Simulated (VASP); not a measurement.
ZrB2: electric field gradients with PBE

The system is ZrB2.

```
CELL_PARAMETERS angstrom
3.16500 0.00000 0.00000
-1.58250 2.74097 0.00000
0.00000 0.00000 3.59040
ATOMIC_POSITIONS crystal
Zr 0.00000 0.00000 0.00000
B 0.33333 0.66667 0.50000
B 0.66667 0.33333 0.50000
```

This cell differs from its parent crystal: zz strain of +2 %.

```yaml
Program: VASP 6.6.1
Task: electric field gradients
Functional: PBE
Potentials_or_basis: VASP PAW PBE potentials, release 64 (Zr_sv, B)
Cutoff: 520 eV
k_mesh: 12 × 12 × 9
Occupations: fermi-dirac, width 0.05 eV
Spin: no spin polarisation
Dipole_correction: no
Further_INCAR_settings: ALGO = Normal; EDIFF = 1e-08; NBANDS = 16
```

```
Pressure               : -1.9 GPa
Band gap on the k mesh : zero (band 9 reaches 11.06 eV, above the bottom of band 10 at 9.79 eV)
```

Stress tensor (GPa, compression positive):
```
-0.28  0.00  0.00
 0.00 -0.28  0.00
 0.00  0.00 -5.13
```

Levels at points of the mesh, in eV from the Fermi level:
| k point | band 5 | band 6 | band 7 | band 8 | band 9 | band 10 | band 11 | band 12 | band 13 | band 14 |
| --- | --- | --- | --- | --- | --- | --- | --- | --- | --- | --- |
| (0.00, 0.00, 0.00) | -12.76 | -2.68 | -2.56 | -2.56 | -2.56 | 3.28 | 3.28 | 3.90 | 3.90 | 4.95 |
| (0.50, 0.00, 0.00) | -8.96 | -8.57 | -4.03 | -3.08 | -2.71 | 2.08 | 2.17 | 4.83 | 4.89 | 6.30 |

Electric field gradients, principal values (V/Å²):
```csv
atom,least,middle,greatest (by size)
1 Zr,-21.418,-21.419,42.837
2 B,-1.366,-1.366,2.732
3 B,-1.366,-1.366,2.732
```

It took 67 s on 1 thread of Intel Xeon 8259CL, with other jobs on the host, peak memory 0.17 GiB.

Caveat: the cell differs from its parent crystal (zz strain of +2 %); without QUAD_EFG the Cq values of the log hold for a quadrupole moment of 1 mb, not for the nuclei.
